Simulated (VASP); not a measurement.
# FeBrO (Pmmn) in VASP: notebook

FeBrO is run at these levels: r2SCAN; tasks: single point, relaxation of cell and atoms.

Program: VASP 6.6.1. These are calculated values, not measurements. Logs are shortened: lines on timing, memory, paths and dates and some standing lists are left out, and cuts for length are marked.

## Step 1: The cell of the first run

Symmetry: Pmmn, No. 59, orthorhombic system. Conventional cell: a = 3.224 Å, b = 3.653 Å, c = 8.326 Å, α = 90.00°, β = 90.00°, γ = 90.00°. Fe (site symmetry mm2) has 4 O at 1.88 to 1.99 Å and 2 Br at 2.37 Å within 2.5 Å. Within 3.1 Å of Br (site symmetry mm2) lie 2 Fe at 2.37 Å and 1 O at 2.90 Å. O (site symmetry mm2) has 4 Fe at 1.88 to 1.99 Å and 4 O at 2.53 Å within 2.6 Å.

## Step 2: Single point, r2SCAN

Contents of POSCAR:

```
FeBrO
1.0
    3.6533767305      0.0000000000      0.0000000000
    0.0000000000      8.3258901131      0.0000000000
    0.0000000000      0.0000000000      3.2243836239
Fe Br O
2 2 2
Direct
    0.2500000000      0.0977992752      0.7500000000
    0.7500000000      0.9022007248      0.2500000000
    0.2500000000      0.3057989330      0.2500000000
    0.7500000000      0.6942010670      0.7500000000
    0.2500000000      0.9580708629      0.2500000000
    0.7500000000      0.0419291371      0.7500000000
```

Contents of INCAR.step1:

```
  PREC = Accurate
  ENCUT = 520
  ISMEAR = -1
  SIGMA = 0.0142
  LREAL = False
  LASPH = True
  NELM = 100
  NBANDS = 30
  GGA = PE
  ALGO = Normal
  EDIFF = 1E-4
  LWAVE = True
  LCHARG = False
```

Contents of INCAR.step2:

```
  PREC = Accurate
  ENCUT = 520
  EDIFF = 1E-6
  ISMEAR = -1
  SIGMA = 0.0142
  LREAL = False
  LASPH = True
  NELM = 100
  ALGO = Normal
  ISIF = 2
  LWAVE = False
  LCHARG = False
  METAGGA = R2SCAN
  LMIXTAU = True
  NBANDS = 30
  ISTART = 1
```

Contents of KPOINTS:

```
regular mesh
0
Gamma
  5 3 5
```

Potentials or basis: VASP PAW PBE potentials, release 64 (Fe, Br, O).

On the command line:

```bash
> cat potpaw_PBE.64/Fe/POTCAR potpaw_PBE.64/Br/POTCAR potpaw_PBE.64/O/POTCAR > POTCAR
> cp INCAR.step1 INCAR
> mpirun -np 1 vasp_std > vasp.out
> cp INCAR.step2 INCAR
> mpirun -np 1 vasp_std > vasp.out
```

OUTCAR:

```text
PREC = Accurate
   ENCUT = 520
   EDIFF = 1E-6
   ISMEAR = -1
   LREAL = False
   LASPH = True
   NELM = 100
   ISIF = 2
   METAGGA = R2SCAN
   ISTART = 1

 ion  position               nearest neighbor table
   1  0.250  0.098  0.750-   6 1.88   6 1.88   5 1.99   5 1.99   3 2.37   3 2.37   2 2.93   2 2.93
                             2 2.93   2 2.93
   2  0.750  0.902  0.250-   5 1.88   5 1.88   6 1.99   6 1.99   4 2.37   4 2.37   1 2.93   1 2.93
                             1 2.93   1 2.93
   3  0.250  0.306  0.250-   1 2.37   1 2.37
   4  0.750  0.694  0.750-   2 2.37   2 2.37
   5  0.250  0.958  0.250-   2 1.88   2 1.88   1 1.99   1 1.99
   6  0.750  0.042  0.750-   1 1.88   1 1.88   2 1.99   2 1.99

  LATTYP: Found a simple orthorhombic cell.
 ALAT       =     3.2243836239
 B/A-ratio  =     1.1330465468
 C/A-ratio  =     2.5821648675

  Lattice vectors:

 A1 = (   0.0000000000,   0.0000000000,   3.2243836239)
 A2 = (   3.6533767305,   0.0000000000,   0.0000000000)
 A3 = (   0.0000000000,   8.3258901131,   0.0000000000)

Analysis of symmetry for initial positions (statically):
=====================================================================
 Subroutine PRICEL returns:
 Original cell was already a primitive cell.

 Routine SETGRP: Setting up the symmetry group for a
 simple orthorhombic supercell.

 Subroutine GETGRP returns: Found  8 space group operations
 (whereof  2 operations were pure point group operations)
 out of a pool of  8 trial point group operations.

The static configuration has the point symmetry S_2 .
 The point group associated with its full space group is D_2h.

Analysis of symmetry for dynamics (positions and initial velocities):
=====================================================================
 Subroutine PRICEL returns:
 Original cell was already a primitive cell.

 Routine SETGRP: Setting up the symmetry group for a
 simple orthorhombic supercell.

 Subroutine GETGRP returns: Found  8 space group operations
 (whereof  2 operations were pure point group operations)
 out of a pool of  8 trial point group operations.

The dynamic configuration has the point symmetry S_2 .
 The point group associated with its full space group is D_2h.

 Subroutine INISYM returns: Found  8 space group operations
 (whereof  2 operations are pure point group operations),
 and found     1 'primitive' translations

----------------------------------------------------------------------------------------
[... 96 lines left out ...]
   EDIFFG = 0.1E-04   stopping-criterion for IOM
   NSW    =      0    number of steps for IOM
   IBRION =     -1    ionic relax: 0-MD 1-quasi-New 2-CG
   NFREE  =      0    steps in history (QN), initial steepest desc. (CG)
   ISIF   =      2    stress and relaxation
   ISYM   =      2    0-nonsym 1-usesym 2-fastsym
   POTIM  = 0.5000    time-step for ionic-motion
   TEBEG  =    0.0;   TEEND  =   0.0 temperature during run
   PSTRESS=    0.0 pullay stress
   NELECT =      42.0000    total number of electrons
   NUPDOWN=      -1.0000    fix difference up-down
   EMIN   =  10.00;   EMAX   =-10.00  energy-range for DOS
   EFERMI =   0.00;   METHOD = LEGACY
   ISMEAR =    -1;   SIGMA  =   0.01  broadening in eV -4-tet -1-fermi 0-gaus
   EFERMI_NEDOS =   21; number of points for ismear=-14 and -15
   IALGO  =     38    algorithm
   IMIX   =      4    mixing-type and parameters
     AMIX     =   0.40;   BMIX     =  1.00
     AMIX_MAG =   1.60;   BMIX_MAG =  1.00
  volume/ion in A,a.u.               =      16.35       110.31
  Fermi-wavevector in a.u.,A,eV,Ry     =   1.233959  2.331844 20.716969  1.522654
  Thomas-Fermi vector in A             =   2.368668
   LORBIT       =      0    0 simple, 1 ext, 2 COOP (PROOUT), +10 PAW based schemes
   METAGGA = R2SCAN    functional components
   LHFCALC =     F    Hartree Fock is set to
   AEXX    =    0.0000 exact exchange contribution
   IVDW    =     0    specifies the selected vdW correction
   LEPSILON=     F    determine dielectric tensor
   LRPA    =     F    only Hartree local field effects (RPA)
 non-spin polarized calculation
  energy-cutoff  :      520.00
  volume of cell :       98.08
 maximum number of plane-waves:      2659
 NGX is ok and might be reduce to    28
   NGX = 13   NGY = 31   NGZ = 11

 number of electron      42.0000002 magnetization

 Free energy of the ion-electron system (eV)
  ---------------------------------------------------
  ext. energy  EPLUGINS =         0.00000000
  ---------------------------------------------------
  free energy    TOTEN  =       -71.53831796 eV

  energy without entropy =      -71.53294182  energy(sigma->0) =      -71.53562989

 E-fermi :   2.4582     XC(G=0): -10.4444

 val. band max:        2.4359975004   @ k =   0.4000   0.0000   0.4000
 cond. band min:       2.4594864644   @ k =   0.4000   0.3333   0.4000
 fundamental gap:      0.0234889640
 Fermi energy:         2.4581736997

 k-point     1 :       0.0000    0.0000    0.0000
  band No.  band energies     occupation
      1     -18.7155      2.00000
      2     -17.0378      2.00000
      3     -13.5614      2.00000
      4     -13.5251      2.00000
      5      -4.4696      2.00000
      6      -3.9561      2.00000
[... 583 lines left out ...]
     29      10.4291      0.00000
     30      10.5760      0.00000

------------------------ aborting loop because EDIFF is reached ----------------------------------------

  FORCE on cell =-STRESS in cart. coord.  units (eV):
  Direction    XX          YY          ZZ          XY          YZ          ZX
  --------------------------------------------------------------------------------------
  -------------------------------------------------------------------------------------
  Total        0.6411234      0.2076249      0.2967511      0.0000000      0.0000000     -0.0000000
  in kB       10.4732234      3.3917061      4.8476487      0.0000000      0.0000000     -0.0000000
  external PRESSURE =       6.2375261 kB  Pullay stress =       0.0000000 kB

 VOLUME and BASIS-vectors are now :
 -----------------------------------------------------------------------------
  energy-cutoff  :      520.00
  volume of cell :       98.08
      direct lattice vectors                 reciprocal lattice vectors
     3.653376730  0.000000000  0.000000000     0.273719376  0.000000000  0.000000000
     0.000000000  8.325890113  0.000000000     0.000000000  0.120107278  0.000000000
     0.000000000  0.000000000  3.224383624     0.000000000  0.000000000  0.310136794

 POSITION                                       TOTAL-FORCE (eV/Angst)
 -----------------------------------------------------------------------------------
      0.91334      0.81427      2.41829         0.000000      0.069685      0.000000
      2.74003      7.51162      0.80610         0.000000     -0.069685      0.000000
      0.91334      2.54605      0.80610         0.000000      0.030594     -0.000000
      2.74003      5.77984      2.41829         0.000000     -0.030594      0.000000
      0.91334      7.97679      0.80610         0.000000      0.004395      0.000000
      2.74003      0.34910      2.41829         0.000000     -0.004395     -0.000000
 -----------------------------------------------------------------------------------
    total drift:                                0.000000      0.000000     -0.000000

  FREE ENERGIE OF THE ION-ELECTRON SYSTEM (eV)
  ---------------------------------------------------
  free  energy   TOTEN  =       -71.5383179629 eV

  energy  without entropy=      -71.5329418159  energy(sigma->0) =      -71.53562989
```

OUTCAR.step1:

```text
PREC = Accurate
   ENCUT = 520
   ISMEAR = -1
   LREAL = False
   LASPH = True
   NELM = 100
[... 826 lines left out ...]
      2.74003      5.77984      2.41829         0.000000     -0.132585     -0.000000
      0.91334      7.97679      0.80610         0.000000     -0.182644     -0.000000
      2.74003      0.34910      2.41829         0.000000      0.182644      0.000000
 -----------------------------------------------------------------------------------
    total drift:                                0.000000      0.000000     -0.000000

  FREE ENERGIE OF THE ION-ELECTRON SYSTEM (eV)
  ---------------------------------------------------
  free  energy   TOTEN  =       -33.6571213301 eV

  energy  without entropy=      -33.6481360913  energy(sigma->0) =      -33.65262871
```

OSZICAR.step1:

```text
N       E                     dE             d eps       ncg     rms          rms(c)
DAV:   1     0.419567579951E+03    0.41957E+03   -0.18852E+04  1080   0.142E+03
DAV:   2     0.230841437832E+02   -0.39648E+03   -0.37261E+03  1128   0.356E+02
DAV:   3    -0.380426316278E+02   -0.61127E+02   -0.57733E+02  1366   0.154E+02
DAV:   4    -0.408499954679E+02   -0.28074E+01   -0.27859E+01  1262   0.358E+01
DAV:   5    -0.409368543139E+02   -0.86859E-01   -0.86781E-01  1346   0.641E+00    0.275E+01
DAV:   6    -0.441110340672E+02   -0.31742E+01   -0.63766E+01  1424   0.108E+02    0.389E+01
DAV:   7    -0.338924188598E+02    0.10219E+02   -0.55457E+01  1472   0.129E+02    0.101E+01
DAV:   8    -0.337179411432E+02    0.17448E+00   -0.63392E+00  1518   0.214E+01    0.450E+00
DAV:   9    -0.336671318194E+02    0.50809E-01   -0.40954E-01  1706   0.774E+00    0.127E+00
DAV:  10    -0.336570140917E+02    0.10118E-01   -0.91785E-02  1564   0.379E+00    0.548E-01
DAV:  11    -0.336570421568E+02   -0.28065E-04   -0.50939E-03  1446   0.526E-01    0.171E-01
DAV:  12    -0.336571213301E+02   -0.79173E-04   -0.55754E-04  1402   0.197E-01
   1 F= -.33657121E+02 E0= -.33652629E+02  d E =-.898524E-02
```

Wall time 75 s (1 thread of Intel Xeon 6975P-C (Granite Rapids), shared host); peak memory 0.23 GiB.

Results:

```
Free energy            : -71.5383 eV
Pressure               : 0.6 GPa
Largest force          : 0.070 eV/Å
Band gap on the k mesh : zero (bands 21 and 22 overlap by 0.64 eV)
```

Forces on the atoms (eV/Å):
```
Fe   0.000  0.070  0.000
Fe   0.000 -0.070  0.000
Br   0.000  0.031  0.000
Br   0.000 -0.031  0.000
O    0.000  0.004  0.000
O    0.000 -0.004  0.000
```

Stress tensor (GPa, compression positive):
```
1.05 0.00 0.00
0.00 0.34 0.00
0.00 0.00 0.48
```

Caveat: the k points lie up to 0.39 Å⁻¹ apart, too coarse for converged energies and pressures of a metal; the PAW data sets were made with another functional, which shifts forces and pressure a little; the run has no spin polarisation, though such a crystal can be magnetic; semilocal functionals often make such compounds metallic where correlation or magnetic order opens a gap, which also shifts bond lengths. Spin polarisation is off, so any magnetic state and its effect on volume and gap are missing.

## Step 3: Relaxation of cell and atoms, r2SCAN

This run uses another cell than the first one, of 18.39 Å³/atom.

Contents of POSCAR:

```
FeBrO
1.0
    3.9216220000      0.0000000000      0.0000000000
    0.0000000000      8.2136190000      0.0000000000
    0.0000000000      0.0000000000      3.4257130000
Fe Br O
2 2 2
Direct
    0.2500000000      0.1156800000      0.7500000000
    0.7500000000      0.8843200000      0.2500000000
    0.2500000000      0.3300300000      0.2500000000
    0.7500000000      0.6699700000      0.7500000000
    0.2500000000      0.9516800000      0.2500000000
    0.7500000000      0.0483200000      0.7500000000
```

Contents of INCAR.step1:

```
PREC     = Accurate       # precision mode
ENCUT    = 600            # plane-wave cutoff, eV
ISMEAR   = -1             # smearing method
SIGMA    = 0.0142         # smearing width, eV
LREAL    = F              # projectors in reciprocal space
LASPH    = T              # aspherical terms in the spheres
NELM     = 100            # most SCF steps
GGA      = PE             # functional
ALGO     = Normal         # electronic algorithm
EDIFF    = 1E-4           # SCF threshold, eV
LWAVE    = T              # write WAVECAR
LCHARG   = F              # write CHGCAR
```

Contents of INCAR.step2:

```
PREC     = Accurate       # precision mode
ENCUT    = 600            # plane-wave cutoff, eV
EDIFF    = 1E-6           # SCF threshold, eV
ISMEAR   = -1             # smearing method
SIGMA    = 0.0142         # smearing width, eV
LREAL    = F              # projectors in reciprocal space
LASPH    = T              # aspherical terms in the spheres
NELM     = 100            # most SCF steps
ALGO     = Normal         # electronic algorithm
ISIF     = 3              # what is computed and relaxed
LWAVE    = F              # write WAVECAR
LCHARG   = F              # write CHGCAR
METAGGA  = R2SCAN         # meta-GGA
LMIXTAU  = T            
IBRION   = 2              # ionic algorithm
NSW      = 60             # ionic steps
EDIFFG   = -0.01          # ionic threshold
ISTART   = 1
```

Contents of KPOINTS:

```
Automatic mesh
0
Gamma
  5 3 5
```

Potentials or basis: VASP PAW PBE potentials, release 64 (Fe, Br, O).

On the command line:

```bash
> cat potpaw_PBE.64/Fe/POTCAR potpaw_PBE.64/Br/POTCAR potpaw_PBE.64/O/POTCAR > POTCAR
> cp INCAR.step1 INCAR
> mpirun -np 1 vasp_std > vasp.out
> cp INCAR.step2 INCAR
> mpirun -np 1 vasp_std > vasp.out
```

OUTCAR:

```text
PREC = Accurate
   ENCUT = 600
   EDIFF = 1E-6
   ISMEAR = -1
   LREAL = F
   LASPH = T
   NELM = 100
   ISIF = 3
   METAGGA = R2SCAN
   IBRION = 2
   NSW = 60
   EDIFFG = -0.01
   ISTART = 1

 ion  position               nearest neighbor table
   1  0.250  0.116  0.750-   6 2.04   6 2.04   5 2.18   5 2.18   3 2.46   3 2.46
   2  0.750  0.884  0.250-   5 2.04   5 2.04   6 2.18   6 2.18   4 2.46   4 2.46
   3  0.250  0.330  0.250-   1 2.46   1 2.46
   4  0.750  0.670  0.750-   2 2.46   2 2.46
   5  0.250  0.952  0.250-   2 2.04   2 2.04   1 2.18   1 2.18
   6  0.750  0.048  0.750-   1 2.04   1 2.04   2 2.18   2 2.18

  LATTYP: Found a simple orthorhombic cell.
 ALAT       =     3.4257130000
 B/A-ratio  =     1.1447608133
 C/A-ratio  =     2.3976378056

  Lattice vectors:
[... 186 lines left out ...]

 val. band max:        1.1266192925   @ k =   0.4000   0.0000   0.4000
 cond. band min:       1.1355518064   @ k =   0.2000   0.0000   0.2000
 fundamental gap:      0.0089325139
 Fermi energy:         1.1311775552
[... 1126 lines left out ...]
  FREE ENERGIE OF THE ION-ELECTRON SYSTEM (eV)
  ---------------------------------------------------
  free  energy   TOTEN  =       -71.4897987563 eV

  energy  without entropy=      -71.4822260632  energy(sigma->0) =      -71.48601241

[... ionic steps 4 to 20 ...]

--------------------------------------- Ionic step       21  -------------------------------------------

 number of electron      42.0000004 magnetization

------------------------ aborting loop because EDIFF is reached ----------------------------------------
[... 75 lines left out ...]
--------------------------------------- Ionic step       23  -------------------------------------------

 number of electron      42.0000004 magnetization

 Free energy of the ion-electron system (eV)
  ---------------------------------------------------
  ext. energy  EPLUGINS =         0.00000000
  ---------------------------------------------------
  free energy    TOTEN  =       -71.56219642 eV

  energy without entropy =      -71.55638824  energy(sigma->0) =      -71.55929233

 E-fermi :   2.5324     XC(G=0): -10.5261

 val. band max:        2.5312192398   @ k =   0.4000   0.3333   0.4000
 cond. band min:       2.5493771246   @ k =   0.4000   0.0000   0.4000
 fundamental gap:      0.0181578848
 Fermi energy:         2.5323748150
[... 535 lines left out ...]
  FREE ENERGIE OF THE ION-ELECTRON SYSTEM (eV)
  ---------------------------------------------------
  free  energy   TOTEN  =       -71.5621964183 eV

  energy  without entropy=      -71.5563882407  energy(sigma->0) =      -71.55929233

 reached required accuracy - stopping structural energy minimisation
```

It took 22 min on 1 thread of Intel Xeon 6975P-C (Granite Rapids), shared host; peak memory 0.31 GiB.

Results:

```yaml
Free_energy: -71.5622 eV
Relaxed_volume: 16.18 Å³/atom
Relaxed_cell: a = 3.665 Å, b = 8.211 Å, c = 3.226 Å, α = 90.00°, β = 90.00°, γ = 90.00°
Space_group_after_relaxing_to_0.1_Å: Pmmn (No. 59)
Energy_gained_by_relaxing: 228.4 meV/atom
Ionic_steps: 23
Pressure_after_relaxing: 0.0 GPa
Largest_force_after_relaxing: 0.008 eV/Å
Band_gap_on_the_k_mesh: zero (bands 21 and 22 overlap by 0.64 eV)
```

Forces in eV/Å, atoms in the order of the input:
```
Fe   0.000  0.008  0.000
Fe   0.000 -0.008  0.000
Br   0.000 -0.007  0.000
Br   0.000  0.007  0.000
O    0.000 -0.002  0.000
O    0.000  0.002  0.000
```

The path:
| step | energy change (eV) | largest force (eV/Å) | pressure (GPa) | volume (Å³) |
| --- | --- | --- | --- | --- |
| 1 | 0.0000 | 1.4281 | -16.45 | 110.34 |
| 2 | -0.7410 | 1.3162 | 20.32 | 82.83 |
| 3 | -1.2979 | 0.7513 | 0.26 | 92.11 |
| 4 | -1.2983 | 0.7261 | 0.80 | 91.77 |
| 5 | -1.3269 | 0.2158 | 0.71 | 92.18 |
| 6 | -1.3270 | 0.2069 | 0.74 | 92.17 |
| 7 | -1.3395 | 0.2228 | -0.18 | 93.17 |
| 8 | -1.3413 | 0.2301 | -0.64 | 93.75 |
| 9 | -1.3480 | 0.0673 | 0.58 | 93.46 |
| 10 | -1.3481 | 0.0772 | 0.76 | 93.42 |
| 11 | -1.3548 | 0.0556 | 0.58 | 93.99 |
| 12 | -1.3637 | 0.1023 | 0.13 | 95.66 |
| 13 | -1.3678 | 0.0856 | -0.06 | 96.22 |
| 14 | -1.3690 | 0.0669 | -0.26 | 96.84 |
| 15 | -1.3691 | 0.0696 | 0.42 | 96.70 |
| 16 | -1.3696 | 0.0442 | 0.09 | 96.77 |
| 17 | -1.3701 | 0.0366 | 0.01 | 96.91 |
| 18 | -1.3701 | 0.0474 | 0.00 | 96.94 |
| 19 | -1.3702 | 0.0272 | 0.02 | 97.01 |
| 20 | -1.3702 | 0.0200 | -0.01 | 96.99 |
| 21 | -1.3703 | 0.0088 | 0.10 | 97.00 |
| 22 | -1.3703 | 0.0093 | 0.12 | 97.00 |
| 23 | -1.3703 | 0.0085 | 0.03 | 97.08 |

Final structure:
```
Fe Br O
1.0
     3.66465    0.00000    0.00000
     0.00000    8.21129    0.00000
     0.00000    0.00000    3.22612
Fe Br O
2 2 2
Direct
  0.25000 0.09927 0.75000
  0.75000 0.90073 0.25000
  0.25000 0.31021 0.25000
  0.75000 0.68979 0.75000
  0.25000 0.95760 0.25000
  0.75000 0.04240 0.75000
```

Levels at points of the mesh, in eV from the Fermi level:
```csv
k point,band 17,band 18,band 19,band 20,band 21,band 22,band 23,band 24,band 25
"(0.00, 0.00, 0.00)",-1.38,-0.82,-0.62,-0.29,0.46,0.71,1.58,2.12,2.28
```

Caveat: the k points lie up to 0.39 Å⁻¹ apart in the final cell, too coarse for converged energies and pressures of a metal; the PAW data sets were made with another functional, which shifts forces and pressure a little; the run has no spin polarisation, though such a crystal can be magnetic; semilocal functionals often make such compounds metallic where correlation or magnetic order opens a gap, which also shifts bond lengths. Spin polarisation is off, so any magnetic state and its effect on volume and gap are missing.

The gap in the log of VASP goes by the Fermi energy; the results here count the filled bands.